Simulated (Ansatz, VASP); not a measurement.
**Fe2Co3 in VASP and in Ansatz**

```
CELL_PARAMETERS angstrom
1.96984 1.13729 4.02093
-1.96984 1.13729 4.02093
0.00000 -2.27458 4.02093
ATOMIC_POSITIONS crystal
Fe 0.80000 0.80000 0.80000
Fe 0.20000 0.20000 0.20000
Co 0.60000 0.60000 0.60000
Co 0.00000 0.00000 0.00000
Co 0.40000 0.40000 0.40000
```

Alike in both runs: task single point; functional PBE; k mesh 6 × 6 × 6; occupations gaussian, width 0.1 eV; collinear spin.

|  | VASP | Ansatz |
| --- | --- | --- |
| version | VASP 6.6.1 | Ansatz 0.2.0 |
| potentials or method | VASP PAW PBE potentials, release 64 (Fe, Co), cutoff 520 eV | scalar-relativistic, plane waves, PAW |
| valence electrons in the cell | 43 | 83 |

```csv
,VASP,Ansatz,Ansatz less VASP
gap on the k mesh at the Fermi level (eV),none,none,-
pressure (GPa),11.0,11.7,+0.70
"traceless stress, the component that is largest in VASP (GPa)",-0.83,-0.79,+0.045
rms of the force components (eV/Å),0.071,0.069,-0.0026
net moment per atom (μB),2.08,2.09,+0.008
size of the moment on the site where the two differ most (μB),1.80,1.88,+0.078
```

Site moments also hang on the region over which each program counts them. Atom by atom the forces differ by 0.003 eV/Å (rms over components). A gap of «none» marks a metal or a gap that the smearing closes. With one functional, cell and mesh, what is left measures potentials, basis and numerics. VASP's potentials hold 43 valence electrons a cell and Ansatz's 83, so a difference there can come from the potentials and not from the codes.
